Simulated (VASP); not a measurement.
MoS2: single point with PBE+D3(BJ)

The system is MoS2.

```
CELL_PARAMETERS angstrom
1.59807 0.92265 5.83554
-1.59807 0.92265 5.83554
0.00000 -1.84530 5.83554
ATOMIC_POSITIONS crystal
Mo 0.00002 0.00002 0.00002
S 0.75356 0.75356 0.75356
S 0.57972 0.57972 0.57972
```

This cell differs from its parent crystal: ratio of the length along z to the lengths across it x 0.96, volume and fractional coordinates fixed.

```json
{
  "Program": "VASP 6.6.1",
  "Task": "single point",
  "Functional": "PBE",
  "Dispersion": "D3(BJ)",
  "Potentials or basis": "VASP PAW PBE potentials, release 64 (Mo_sv, S)",
  "Cutoff": "520 eV",
  "k mesh": "12 × 12 × 12",
  "Occupations": "gaussian, width 0.05 eV",
  "Spin": "no spin polarisation",
  "Dipole correction": "no",
  "Further INCAR settings": "ALGO = Normal; EDIFF = 1e-06; NBANDS = 20"
}
```

| Item | Value |
| --- | --- |
| Pressure | 0.4 GPa |
| Largest force | 0.484 eV/Å |
| Band gap on the k mesh | 0.46 eV, indirect (least direct gap 1.57 eV) |
| Dispersion energy per atom | -0.440 eV |

Forces in eV/Å, atoms in the order of the input:
```
Mo   0.000  0.000  0.001
S    0.000  0.000  0.483
S    0.000  0.000 -0.484
```

Stress tensor (GPa, compression positive):
```
-2.05  0.00  0.00
 0.00 -2.05  0.00
 0.00  0.00  5.24
```

Levels at points of the mesh, in eV from the valence-band top:
| k point | band 10 | band 11 | band 12 | band 13 | band 14 | band 15 | band 16 | band 17 |
| --- | --- | --- | --- | --- | --- | --- | --- | --- |
| (0.00, 0.00, 0.00) | -2.77 | -2.77 | -1.33 | -0.98 | 1.58 | 1.58 | 2.14 | 2.14 |
| (0.50, 0.00, 0.00) | -4.45 | -2.46 | -2.05 | -1.77 | 1.17 | 1.60 | 3.03 | 3.22 |
| (0.50, 0.50, 0.00) | -4.32 | -3.20 | -2.37 | -1.62 | 1.08 | 1.72 | 2.67 | 3.70 |
| (0.50, 0.50, 0.50) | -3.87 | -2.72 | -2.72 | 0.00 | 1.75 | 1.75 | 1.91 | 1.91 |

Run time: 3.7 min on 1 thread of Intel(R) Xeon(R) 6975P-C (Granite Rapids), on a shared host, peak memory 0.44 GiB.

 A k mesh can miss the band edges.
